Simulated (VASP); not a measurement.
# RuF2 (Pa-3) in VASP: single point with r2SCAN

Aim: the single point of RuF2 with r2SCAN.

Program: VASP 6.6.1. These are calculated values, not measurements. Logs are shortened: lines on timing, memory, paths and dates and some standing lists are left out, and cuts for length are marked.

**1. The cell of the first run**

The structure is cubic, space group Pa-3 (No. 205). The conventional cell has a = 5.180 Å, b = 5.180 Å, c = 5.180 Å, α = 90.00°, β = 90.00°, γ = 90.00°. Within 2.8 Å of Ru (site symmetry -3) lie 6 F at 2.12 Å. Within 2.8 Å of F (site symmetry 3) lie 3 Ru at 2.12 Å and 7 F at 2.67 to 2.79 Å.

**2. Single point, r2SCAN**

Input file POSCAR:

```
RuF2
1.0
    5.1797828100      0.0000000000      0.0000000000
    0.0000000000      5.1797828100      0.0000000000
    0.0000000000      0.0000000000      5.1797828100
Ru F
4 8
Direct
    0.0000000000      0.0000000000      0.0000000000
    0.5000000000      0.0000000000      0.5000000000
    0.5000000000      0.5000000000      0.0000000000
    0.0000000000      0.5000000000      0.5000000000
    0.3511500000      0.3511500000      0.3511500000
    0.1488500000      0.6488500000      0.8511500000
    0.8511500000      0.1488500000      0.6488500000
    0.6488500000      0.8511500000      0.1488500000
    0.6488500000      0.6488500000      0.6488500000
    0.8511500000      0.3511500000      0.1488500000
    0.1488500000      0.8511500000      0.3511500000
    0.3511500000      0.1488500000      0.8511500000
```

Input file INCAR.step1:

```
SYSTEM = RuF2
  PREC = Accurate
  ENCUT = 520
  ISMEAR = -1
  SIGMA = 0.1
  LREAL = .FALSE.
  LASPH = .TRUE.
  NELM = 100
  NBANDS = 68
  GGA = PE
  ALGO = Normal
  EDIFF = 1E-4
  LWAVE = .TRUE.
  LCHARG = .FALSE.
```

Input file INCAR.step2:

```
SYSTEM = RuF2
  PREC = Accurate
  ENCUT = 520
  EDIFF = 1E-6
  ISMEAR = -1
  SIGMA = 0.1
  LREAL = .FALSE.
  LASPH = .TRUE.
  NELM = 100
  ALGO = Normal
  ISIF = 2
  LWAVE = .FALSE.
  LCHARG = .TRUE.
  METAGGA = R2SCAN
  LMIXTAU = .TRUE.
  LELF = .TRUE.
  LVHAR = .TRUE.
  NBANDS = 68
  ISTART = 1
```

Input file KPOINTS:

```
Automatic mesh
0
G
  7 7 7
  0 0 0
```

Potentials or basis: VASP PAW PBE potentials, release 64 (Ru_pv, F).

Launch:

```
$ cat potpaw_PBE.64/Ru_pv/POTCAR potpaw_PBE.64/F/POTCAR > POTCAR
$ cp INCAR.step1 INCAR
$ mpirun -np 1 vasp_std > vasp.out
$ cp INCAR.step2 INCAR
$ mpirun -np 1 vasp_std > vasp.out
```

OUTCAR:

```text
SYSTEM = RuF2
   PREC = Accurate
   ENCUT = 520
   EDIFF = 1E-6
   ISMEAR = -1
   LREAL = .FALSE.
   LASPH = .TRUE.
   NELM = 100
   ISIF = 2
   METAGGA = R2SCAN
   ISTART = 1

 ion  position               nearest neighbor table
   1  0.000  0.000  0.000-   6 2.12   7 2.12   8 2.12  10 2.12  11 2.12  12 2.12
   2  0.500  0.000  0.500-   5 2.12   7 2.12   8 2.12   9 2.12  11 2.12  12 2.12
   3  0.500  0.500  0.000-   5 2.12   6 2.12   8 2.12   9 2.12  10 2.12  12 2.12
   4  0.000  0.500  0.500-   5 2.12   6 2.12   7 2.12   9 2.12  10 2.12  11 2.12
   5  0.351  0.351  0.351-   2 2.12   3 2.12   4 2.12
   6  0.149  0.649  0.851-   1 2.12   3 2.12   4 2.12
   7  0.851  0.149  0.649-   1 2.12   2 2.12   4 2.12
   8  0.649  0.851  0.149-   1 2.12   2 2.12   3 2.12
   9  0.649  0.649  0.649-   2 2.12   3 2.12   4 2.12
  10  0.851  0.351  0.149-   1 2.12   3 2.12   4 2.12
  11  0.149  0.851  0.351-   1 2.12   2 2.12   4 2.12
  12  0.351  0.149  0.851-   1 2.12   2 2.12   3 2.12

  LATTYP: Found a simple cubic cell.
 ALAT       =     5.1797828100

  Lattice vectors:

 A1 = (   5.1797828100,   0.0000000000,   0.0000000000)
 A2 = (   0.0000000000,   5.1797828100,   0.0000000000)
 A3 = (   0.0000000000,   0.0000000000,   5.1797828100)

Analysis of symmetry for initial positions (statically):
=====================================================================
 Subroutine PRICEL returns:
 Original cell was already a primitive cell.

 Routine SETGRP: Setting up the symmetry group for a
 simple cubic supercell.

 Subroutine GETGRP returns: Found 24 space group operations
 (whereof  6 operations were pure point group operations)
 out of a pool of 48 trial point group operations.

The static configuration has the point symmetry S_6 .
 The point group associated with its full space group is T_h .

Analysis of symmetry for dynamics (positions and initial velocities):
=====================================================================
 Subroutine PRICEL returns:
 Original cell was already a primitive cell.

 Routine SETGRP: Setting up the symmetry group for a
 simple cubic supercell.

 Subroutine GETGRP returns: Found 24 space group operations
 (whereof  6 operations were pure point group operations)
 out of a pool of 48 trial point group operations.

The dynamic configuration has the point symmetry S_6 .
 The point group associated with its full space group is T_h .

 Subroutine INISYM returns: Found 24 space group operations
 (whereof  6 operations are pure point group operations),
 and found     1 'primitive' translations

----------------------------------------------------------------------------------------

                                     Primitive cell

  volume of cell :     138.9743

  direct lattice vectors                    reciprocal lattice vectors
     5.179782810  0.000000000  0.000000000     0.193058288  0.000000000  0.000000000
     0.000000000  5.179782810  0.000000000     0.000000000  0.193058288  0.000000000
     0.000000000  0.000000000  5.179782810     0.000000000  0.000000000  0.193058288

  length of vectors
     5.179782810  5.179782810  5.179782810     0.193058288  0.193058288  0.193058288

  position of ions in fractional coordinates (direct lattice)
     0.000000000  0.000000000  0.000000000
     0.500000000  0.000000000  0.500000000
     0.500000000  0.500000000  0.000000000
     0.000000000  0.500000000  0.500000000
     0.351150000  0.351150000  0.351150000
     0.148850000  0.648850000  0.851150000
     0.851150000  0.148850000  0.648850000
     0.648850000  0.851150000  0.148850000
     0.648850000  0.648850000  0.648850000
     0.851150000  0.351150000  0.148850000
     0.148850000  0.851150000  0.351150000
     0.351150000  0.148850000  0.851150000

  ion indices of the primitive-cell ions
   primitive index   ion index
                 1           1
                 2           2
                 3           3
                 4           4
                 5           5
                 6           6
                 7           7
                 8           8
                 9           9
                10          10
                11          11
                12          12

----------------------------------------------------------------------------------------

 KPOINTS: Automatic mesh

Automatic generation of k-mesh.
 Grid dimensions read from file:
 generate k-points for:    7    7    7

 Generating k-lattice:

  Cartesian coordinates                     Fractional coordinates (reciprocal lattice)
     0.027579755  0.000000000  0.000000000     0.142857143  0.000000000  0.000000000
     0.000000000  0.027579755  0.000000000     0.000000000  0.142857143  0.000000000
     0.000000000  0.000000000  0.027579755     0.000000000  0.000000000  0.142857143

  Length of vectors
     0.027579755  0.027579755  0.027579755

  Shift w.r.t. Gamma in fractional coordinates (k-lattice)
     0.000000000  0.000000000  0.000000000

 Subroutine IBZKPT returns following result:
 ===========================================

 Found     24 irreducible k-points:

 Following reciprocal coordinates:
            Coordinates               Weight
  0.000000  0.000000  0.000000      1.000000
  0.142857  0.000000  0.000000      6.000000
  0.285714  0.000000  0.000000      6.000000
  0.428571  0.000000  0.000000      6.000000
  0.142857  0.142857  0.000000     12.000000
  0.285714  0.142857  0.000000     12.000000
[... 16 lines left out ...]
  0.428571  0.428571  0.285714     24.000000
  0.428571  0.428571  0.428571      8.000000
   k-points           NKPTS =     24   k-points in BZ     NKDIM =     24   number of bands    NBANDS=     68
   number of dos      NEDOS =    301   number of ions     NIONS =     12
   total plane-waves  NPLWV =  64000
   dimension x,y,z NGX =    40 NGY =   40 NGZ =   40
   dimension x,y,z NGXF=    80 NGYF=   80 NGZF=   80
   ions per type =               4   8
   NGX,Y,Z   is equivalent  to a cutoff of  12.84, 12.84, 12.84 a.u.
   NGXF,Y,Z  is equivalent  to a cutoff of  25.68, 25.68, 25.68 a.u.
 SYSTEM =  RuF2
   PREC   = accura    normal or accurate (medium, high low for compatibility)
   ISTART =      1    job   : 0-new  1-cont  2-samecut
   ICHARG =      0    charge: 1-file 2-atom 10-const
   ISPIN  =      1    spin polarized calculation?
   LNONCOLLINEAR =      F non collinear calculations
   LSORBIT =      F    spin-orbit coupling
   LASPH  =      T    aspherical Exc in radial PAW
   ENCUT  =  520.0 eV  38.22 Ry    6.18 a.u.   9.63  9.63  9.63*2*pi/ulx,y,z
   NELM   =    100;   NELMIN=  2; NELMDL=  0     # of ELM steps
   EDIFF  = 0.1E-05   stopping-criterion for ELM
   LREAL  =      F    real-space projection
   EDIFFG = 0.1E-04   stopping-criterion for IOM
   NSW    =      0    number of steps for IOM
   IBRION =     -1    ionic relax: 0-MD 1-quasi-New 2-CG
   NFREE  =      0    steps in history (QN), initial steepest desc. (CG)
   ISIF   =      2    stress and relaxation
   ISYM   =      2    0-nonsym 1-usesym 2-fastsym
   POTIM  = 0.5000    time-step for ionic-motion
   TEBEG  =    0.0;   TEEND  =   0.0 temperature during run
   PSTRESS=    0.0 pullay stress
   NELECT =     112.0000    total number of electrons
   NUPDOWN=      -1.0000    fix difference up-down
   EMIN   =  10.00;   EMAX   =-10.00  energy-range for DOS
   EFERMI =   0.00;   METHOD = LEGACY
   ISMEAR =    -1;   SIGMA  =   0.10  broadening in eV -4-tet -1-fermi 0-gaus
   EFERMI_NEDOS =   21; number of points for ismear=-14 and -15
   IALGO  =     38    algorithm
   IMIX   =      4    mixing-type and parameters
     AMIX     =   0.40;   BMIX     =  1.00
     AMIX_MAG =   1.60;   BMIX_MAG =  1.00
  volume/ion in A,a.u.               =      11.58        78.15
  Fermi-wavevector in a.u.,A,eV,Ry     =   1.523477  2.878954 31.578887  2.320983
  Thomas-Fermi vector in A             =   2.631915
   LORBIT       =      0    0 simple, 1 ext, 2 COOP (PROOUT), +10 PAW based schemes
   METAGGA = R2SCAN    functional components
   LHFCALC =     F    Hartree Fock is set to
   AEXX    =    0.0000 exact exchange contribution
   IVDW    =     0    specifies the selected vdW correction
   LEPSILON=     F    determine dielectric tensor
   LRPA    =     F    only Hartree local field effects (RPA)
 non-spin polarized calculation
  energy-cutoff  :      520.00
  volume of cell :      138.97
 maximum number of plane-waves:      3783
 NGX is ok and might be reduce to    40
   NGX = 19   NGY = 19   NGZ = 19

 number of electron     112.0000034 magnetization

 Free energy of the ion-electron system (eV)
  ---------------------------------------------------
  ext. energy  EPLUGINS =         0.00000000
  ---------------------------------------------------
  free energy    TOTEN  =      -142.06071921 eV

  energy without entropy =     -142.05231422  energy(sigma->0) =     -142.05651671

 E-fermi :   6.1934     XC(G=0): -12.0626

 val. band max:        5.6619888708   @ k =   0.4286   0.4286   0.4286
 cond. band min:       6.6513555171   @ k =   0.0000   0.0000   0.0000
 fundamental gap:      0.9893666464
 Fermi energy:         6.1934149557

 k-point     1 :       0.0000    0.0000    0.0000
  band No.  band energies     occupation
      1     -38.0416      2.00000
      2     -38.0416      2.00000
      3     -38.0416      2.00000
      4     -37.9968      2.00000
      5     -37.9968      2.00000
      6     -37.9890      2.00000
[... 60 lines left out ...]
     67      14.0307      0.00000
     68      14.0307      0.00000
[... 1631 lines left out ...]
     67      13.1315      0.00000
     68      13.2457      0.00000

------------------------ aborting loop because EDIFF is reached ----------------------------------------

  FORCE on cell =-STRESS in cart. coord.  units (eV):
  Direction    XX          YY          ZZ          XY          YZ          ZX
  --------------------------------------------------------------------------------------
  -------------------------------------------------------------------------------------
  Total       -3.3210310     -3.3210310     -3.3210310      0.0000000      0.0000000      0.0000000
  in kB      -38.2867820    -38.2867820    -38.2867820      0.0000000      0.0000000      0.0000000
  external PRESSURE =     -38.2867820 kB  Pullay stress =       0.0000000 kB

 VOLUME and BASIS-vectors are now :
 -----------------------------------------------------------------------------
  energy-cutoff  :      520.00
  volume of cell :      138.97
      direct lattice vectors                 reciprocal lattice vectors
     5.179782810  0.000000000  0.000000000     0.193058288  0.000000000  0.000000000
     0.000000000  5.179782810  0.000000000     0.000000000  0.193058288  0.000000000
     0.000000000  0.000000000  5.179782810     0.000000000  0.000000000  0.193058288

 POSITION                                       TOTAL-FORCE (eV/Angst)
 -----------------------------------------------------------------------------------
      0.00000      0.00000      0.00000         0.000000      0.000000      0.000000
      2.58989      0.00000      2.58989         0.000000      0.000000      0.000000
      2.58989      2.58989      0.00000         0.000000      0.000000      0.000000
      0.00000      2.58989      2.58989         0.000000      0.000000      0.000000
      1.81888      1.81888      1.81888        -0.029418     -0.029418     -0.029418
      0.77101      3.36090      4.40877         0.029418      0.029418     -0.029418
      4.40877      0.77101      3.36090        -0.029418      0.029418      0.029418
      3.36090      4.40877      0.77101         0.029418     -0.029418      0.029418
      3.36090      3.36090      3.36090         0.029418      0.029418      0.029418
      4.40877      1.81888      0.77101        -0.029418     -0.029418      0.029418
      0.77101      4.40877      1.81888         0.029418     -0.029418     -0.029418
      1.81888      0.77101      4.40877        -0.029418      0.029418     -0.029418
 -----------------------------------------------------------------------------------
    total drift:                                0.000000      0.000000      0.000000

  FREE ENERGIE OF THE ION-ELECTRON SYSTEM (eV)
  ---------------------------------------------------
  free  energy   TOTEN  =      -142.0607192089 eV

  energy  without entropy=     -142.0523142187  energy(sigma->0) =     -142.05651671
```

Wall time 7.4 min (1 thread of AMD EPYC 9R45 (Zen 5), shared host); peak memory 0.32 GiB.

What came out:

```
Free energy            : -142.0607 eV
Pressure               : -3.8 GPa
Largest force          : 0.051 eV/Å
Band gap on the k mesh : 0.99 eV (least direct gap 1.13 eV)
```

Forces in eV/Å, atoms in the order of the input:
```
Ru   0.000  0.000  0.000
Ru   0.000  0.000  0.000
Ru   0.000  0.000  0.000
Ru   0.000  0.000  0.000
F   -0.029 -0.029 -0.029
F    0.029  0.029 -0.029
F   -0.029  0.029  0.029
F    0.029 -0.029  0.029
F    0.029  0.029  0.029
F   -0.029 -0.029  0.029
F    0.029 -0.029 -0.029
F   -0.029  0.029 -0.029
```

Caveat: the cell stands under tension; the PAW data sets were made with another functional, which shifts forces and pressure a little; an odd mesh through Γ misses points on the zone boundary, where band edges can lie.
